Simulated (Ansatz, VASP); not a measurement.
**Two plane-wave programs on Zr**

File INCAR:

```
PREC = Accurate
ENCUT = 600
EDIFF = 1E-6
ISMEAR = 0
SIGMA = 0.1
LREAL = False
LASPH = True
NELM = 60
ALGO = Fast
ISIF = 3
LWAVE = False
LCHARG = False
GGA = PS
IBRION = 2
NSW = 100
EDIFFG = -0.01
```

KPOINTS

```
Automatic mesh
0
Gamma
  16 16 16
```

POSCAR

```
Zr
1.0
    0.0000000000      3.0702503457      3.0702503457
    3.0702503457      0.0000000000      3.0702503457
    3.0702503457      3.0702503457      0.0000000000
Zr
2
Direct
    0.0000000000      0.0000000000      0.0000000000
    0.2500000000      0.2500000000      0.2500000000
```

Input for Ansatz:

```yaml
crystal:
  lattice:
    - [0.0, 3.0702503457, 3.0702503457]
    - [3.0702503457, 0.0, 3.0702503457]
    - [3.0702503457, 3.0702503457, 0.0]
  atoms:
    - { symbol: Zr, position: [0.0, 0.0, 0.0] }
    - { symbol: Zr, position: [0.25, 0.25, 0.25] }
basis:
  ecutwfc: 420
kpoints:
  mp_grid: { grid: [16, 16, 16] }
hamiltonian:
  xc: pbesol
scf:
  occupations: { method: gaussian, width: 0.1 }
output:
  forces: true
  stress: true
  eigenvalues: true
relax:
  adjacent_minimum: "off"
  f_tol: 0.01
  max_steps: 80
  cell: { stress_tol: 0.05 }
```

Alike in both runs: task relaxation of cell and atoms; functional PBEsol; k mesh 16 × 16 × 16; occupations gaussian, width 0.1 eV; no spin polarisation.

```csv
,VASP,Ansatz
version,VASP 6.6.1,Ansatz 0.2.0
potentials or method,"VASP PAW PBE potentials, release 64 (Zr_sv), cutoff 600 eV","scalar-relativistic, plane waves, PAW"
valence electrons in the cell,24,24
```

```tsv
	VASP	Ansatz	Ansatz less VASP
gap on the k mesh at the Fermi level, each at its own relaxed structure (eV)	none	none	-
relaxed volume (Å³/atom)	29.03	28.90	-0.134
relaxed length of the cell vector where the two differ most in proportion (Å)	4.346	4.340	-0.0067
```

VASP's potentials were made for PBE, not for PBEsol. A gap of «none» marks a metal or a gap that the smearing closes.
